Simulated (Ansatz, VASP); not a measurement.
# Ni: VASP beside Ansatz

```xyz
1
Lattice="0.0000 1.7720 1.7720 1.7720 0.0000 1.7720 1.7720 1.7720 0.0000" Properties=species:S:1:pos:R:3 pbc="T T T"
Ni    0.0000    0.0000    0.0000
```

Alike in both runs: task single point; functional PBEsol; k mesh 15 × 15 × 15; occupations fermi-dirac, width 0.1 eV; collinear spin.

|  | VASP | Ansatz |
| --- | --- | --- |
| version | VASP 6.6.1 | Ansatz 0.2.0 |
| potentials or method | VASP PAW PBE potentials, release 64 (Ni), cutoff 520 eV | PAW, plane waves, scalar-relativistic |
| valence electrons in the cell | 10 | 18 |

|  | VASP | Ansatz | Ansatz less VASP |
| --- | --- | --- | --- |
| pressure (GPa) | -12.9 | -13.1 | -0.21 |
| net moment per atom (μB) | 0.63 | 0.64 | +0.012 |
| size of the moment on the site where the two differ most (μB) | 0.64 | 0.68 | +0.037 |

VASP's potentials were made for PBE, not for PBEsol. Site moments also hang on the region over which each program counts them. VASP's potentials hold 10 valence electrons a cell and Ansatz's 18, so a difference there can come from the potentials and not from the codes.
